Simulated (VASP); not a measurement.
## Al: single point with PBEsol

Al:

```
Al
1.0
     2.83628    0.00000    0.15954
    -1.41814    2.45629   -0.07977
     0.52437    0.00000    9.32215
Al
4
Direct
  0.00000 0.00000 0.00000
  0.33333 0.66667 0.25000
  0.00000 0.00000 0.50000
  0.66667 0.33333 0.75000
```

This cell differs from its parent crystal: strain +0.1125 x Voigt [0, 0, 0, 0, 1, 0].

```yaml
Program: VASP 6.6.1
Task: single point
Functional: PBEsol
Potentials_or_basis: VASP PAW PBE potentials, release 64 (Al)
Cutoff: 520 eV
k_mesh: 18 × 18 × 6
Occupations: gaussian, width 0.15 eV
Spin: no spin polarisation
Dipole_correction: no
Further_INCAR_settings: ALGO = Fast; EDIFF = 1e-06; NBANDS = 14
```

- Pressure: 1.0 GPa
- Largest force: 0.075 eV/Å
- Band gap on the k mesh: zero (bands 6 and 7 overlap by 5.80 eV)

Forces on the atoms (eV/Å):
```
Al   0.000  0.000  0.000
Al   0.000 -0.075  0.000
Al   0.000  0.000  0.000
Al   0.000  0.075  0.000
```

Stress tensor (GPa, compression positive):
```
 0.83  0.00 -2.86
 0.00  0.61  0.00
-2.86  0.00  1.67
```

Levels at points of the mesh, in eV from the Fermi level:
```tsv
k point	band 3	band 4	band 5	band 6	band 7	band 8	band 9	band 10
(0.00, 0.00, 0.00)	-9.52	-4.65	-4.38	3.47	3.48	10.91	11.03	11.07
(0.50, 0.00, 0.00)	-4.33	-3.97	-3.37	-2.49	-0.07	0.36	2.37	2.66
(0.00, 0.50, 0.00)	-3.93	-3.87	-3.31	-3.23	0.84	1.30	1.38	1.72
(0.00, 0.00, 0.50)	-7.42	-7.42	-0.86	-0.86	8.33	8.33	10.99	10.99
(0.50, 0.00, 0.50)	-4.57	-4.44	-2.66	-2.10	-0.91	-0.19	3.18	3.64
(0.00, 0.50, 0.50)	-4.80	-4.80	-1.84	-1.84	-1.17	-1.17	4.57	4.57
```

Wall time 2.7 min on 1 thread of Intel(R) Xeon(R) 6975P-C (Granite Rapids) (shared host), peak memory 0.45 GiB.

Caveat: the cell differs from its parent crystal (strain +0.1125 x Voigt [0, 0, 0, 0, 1, 0]); the PAW data sets were made with another functional, which shifts forces and pressure a little.
